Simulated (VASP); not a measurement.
A run of VASP 6.6.1 is set up as follows.

File POSCAR:

```
Sr2SO
1.0
    1.9712100362      1.1380786450      6.5231612022
   -1.9712100362      1.1380786450      6.5231612022
    0.0000000000     -2.2761572900      6.5231612022
O S Sr
1 1 2
Direct
    1.0000000000      0.0000000000      0.0000000000
    0.5000000000      0.5000000000      0.5000000000
    0.2608193649      0.2608193649      0.2608193649
    0.7391806351      0.7391806351      0.7391806351
```

File INCAR.step1:

```
SYSTEM = Sr2SO
PREC = Accurate
ENCUT = 520
ISMEAR = 0
SIGMA = 0.01
LREAL = .False.
LASPH = .True.
NELM = 60
NBANDS = 24
GGA = PE
ALGO = Normal
EDIFF = 1E-4
LWAVE = .True.
LCHARG = .False.
```

The input INCAR.step2:

```
SYSTEM = Sr2SO
PREC = Accurate
ENCUT = 520
EDIFF = 1E-6
ISMEAR = 0
SIGMA = 0.01
LREAL = .False.
LASPH = .True.
NELM = 60
ALGO = Normal
ISIF = 2
LWAVE = .False.
LCHARG = .False.
METAGGA = R2SCAN
LMIXTAU = .True.
NBANDS = 24
ISTART = 1
```

Contents of KPOINTS:

```
Automatic mesh
0
Gamma
  8 8 8
  0 0 0
```

Potentials or basis: VASP PAW PBE potentials, release 64 (O, S, Sr_sv).

The run is started by

```sh
$ cat potpaw_PBE.64/O/POTCAR potpaw_PBE.64/S/POTCAR potpaw_PBE.64/Sr_sv/POTCAR > POTCAR
$ cp INCAR.step1 INCAR
$ mpirun -np 1 vasp_std > vasp.out
$ cp INCAR.step2 INCAR
$ mpirun -np 1 vasp_std > vasp.out
```

Estimate the pressure.

0.3 GPa.

What does it give for the largest force?

0.008 eV/Å.

Forces on the atoms (eV/Å):
```
O    0.000  0.000  0.000
S    0.000  0.000  0.000
Sr   0.000  0.000 -0.008
Sr   0.000  0.000  0.008
```

Caveat: the PAW data sets were made with another functional, which shifts forces and pressure a little.
